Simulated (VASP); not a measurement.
Set up this calculation in VASP 6.6.1, as the native input.

* Task: relaxation of cell and atoms
* Functional: PBEsol
* Potentials or basis: VASP PAW PBE potentials, release 64 (Na_pv, F)
* Cutoff: 600 eV
* k mesh: 8 × 8 × 8
* Occupations: gaussian, width 0.01 eV
* Spin: no spin polarisation
* Target pressure: 7 GPa
* Dipole correction: no
* Further INCAR settings: ALGO = Normal; EDIFF = 1e-07; IBRION = 2; EDIFFG = -0.002; NSW = 100; ISIF = 3

The structure of NaF lies in POSCAR:

```
NaF
1.0
    2.3150961496      2.3150961496      0.0000000000
   -2.3150961496      2.3150961496      0.0000000000
    0.0000000000      2.3150961496      2.3150961496
Na F
1 1
Direct
    0.0000000000      0.0000000000      0.0000000000
    0.5000000000      0.5000000000      0.0000000000
```

These files were run (other wordings do the same):

INCAR

```
SYSTEM = NaF
PREC = Accurate ; ENCUT = 600
EDIFF = 1E-7 ; ISMEAR = 0
SIGMA = 0.01 ; LREAL = .FALSE.
LASPH = .TRUE. ; NELM = 100
ALGO = Normal ; ISIF = 3
LWAVE = .FALSE. ; LCHARG = .FALSE.
GGA = PS ; IBRION = 2
NSW = 100 ; EDIFFG = -0.002
PSTRESS = 70.0
```

KPOINTS

```
Automatic mesh
0
G
  8 8 8
  0 0 0
```

Potentials or basis: VASP PAW PBE potentials, release 64 (Na_pv, F).

Run with:

```bash
$ cat potpaw_PBE.64/Na_pv/POTCAR potpaw_PBE.64/F/POTCAR > POTCAR
$ mpirun -np 1 vasp_std > vasp.out
```

It gave:

```
Relaxed volume                                             : 11.08 Å³/atom
Relaxed cell                                               : a = 3.153 Å, b = 3.153 Å, c = 3.153 Å, α = 60.00°, β = 60.00°, γ = 90.00°
Space group after relaxing (to 0.1 Å)                      : Fm-3m (No. 225)
Energy change on relaxing (the run minimises the enthalpy) : +25.3 meV/atom
Ionic steps                                                : 6
Pressure after relaxing                                    : 7.0 GPa
Band gap on the k mesh                                     : 6.81 eV
```

Caveat: the cell is relaxed towards a set pressure, so the run minimises the enthalpy, not the energy; the PAW data sets were made with another functional, which shifts forces and pressure a little.

It took 30 s on 1 thread of Intel(R) Xeon(R) 6975P-C (Granite Rapids), on a shared host, peak memory 0.15 GiB.
